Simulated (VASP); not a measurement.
A run of VASP 6.6.1 is set up as follows.

Contents of INCAR:

```
SYSTEM = Au
ALGO     = Normal         ! electronic algorithm
EDIFF    = 1E-6           ! SCF threshold, eV
ENCUT    = 520            ! plane-wave cutoff, eV
GGA      = PE             ! functional
ISIF     = 2              ! what is computed and relaxed
ISMEAR   = -1             ! smearing method
LASPH    = .TRUE.         ! aspherical terms in the spheres
LCHARG   = .FALSE.        ! write CHGCAR
LREAL    = .FALSE.        ! projectors in reciprocal space
LWAVE    = .FALSE.        ! write WAVECAR
NBANDS   = 12             ! bands
NELM     = 60             ! most SCF steps
PREC     = Accurate       ! precision mode
SIGMA    = 0.02           ! smearing width, eV
```

The input KPOINTS:

```
k-points
0
G
  7 7 7
  0 0 0
```

POSCAR

```
Au
1.0
    0.0000000000      2.0350000000      2.0350000000
    2.0350000000      0.0000000000      2.0350000000
    2.0350000000      2.0350000000      0.0000000000
Au
1
Direct
    0.0000000000      0.0000000000      0.0000000000
```

Potentials or basis: VASP PAW PBE potentials, release 64 (Au).

Launch:

```console
$ cat potpaw_PBE.64/Au/POTCAR > POTCAR
$ mpirun -np 1 vasp_std > vasp.out
```

Problem. What does it give for the pressure?

Solution. 10.3 GPa.

Problem. What does it give for the band gap on the k mesh?

Solution. Zero (an odd number of electrons rules out a gap without spin polarisation).

Caveat: the k points lie up to 0.38 Å⁻¹ apart, too coarse for converged energies and pressures of a metal; spin-orbit coupling is left out, which moves the levels of the heavy elements.
